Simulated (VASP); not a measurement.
Runs of VASP 6.6.1 on Mo. The structure is that of space group Im-3m (No. 229), or close to it. The cells are those of the table. 

| task | cell | cutoff (eV) | gap on the mesh (eV) | pressure (GPa) |
| --- | --- | --- | --- | --- |
| single point | a = 2.683 Å, angles 109.5°, 1 atom | 520 | none | 5.3 |
| single point | a = 2.695 Å, angles 109.5°, 1 atom | 520 | none | 1.2 |
| single point | a = 2.692 Å, angles 109.5°, 1 atom | 520 | none | (a) |
| relaxation of cell and atoms | relaxed to 1 GPa from a = 2.695 Å, angles 109.5°, 1 atom | 600 | none | 1.0 |
| single point | a = 2.653 Å, angles 109.5°, 1 atom | 520 | none | 16.4 |
| relaxation of cell and atoms | relaxed to 2 GPa from a = 2.695 Å, angles 109.5°, 1 atom | 600 | none | 2.0 |
| single point | a = 2.666 Å, angles 109.5°, 1 atom | 520 | none | (b) |
| relaxation of cell and atoms | relaxed to 4 GPa from a = 2.695 Å, angles 109.5°, 1 atom | 600 | none | 4.0 |
| single point | a = 2.674 Å, angles 109.5°, 1 atom | 520 | none | 8.3 |
| single point | a = 2.689 Å, angles 109.5°, 1 atom | 520 | none | 3.2 |

Alike in all rows: level LDA; potentials or basis VASP PAW LDA potentials, release 64 (Mo_sv); no spin polarisation; k mesh 24 × 24 × 24; smearing fermi-dirac 0.08 eV.

Question: Fill in the values left out.

Answer: (a) 2.2; (b) 11.4.

Caveats: the cell is relaxed towards a set pressure, so the enthalpy falls and the energy may rise (some runs).

A k mesh can miss the band edges, and the runs leave out spin-orbit coupling on Mo.

A gap of «none» marks levels without a gap at the run's occupations.
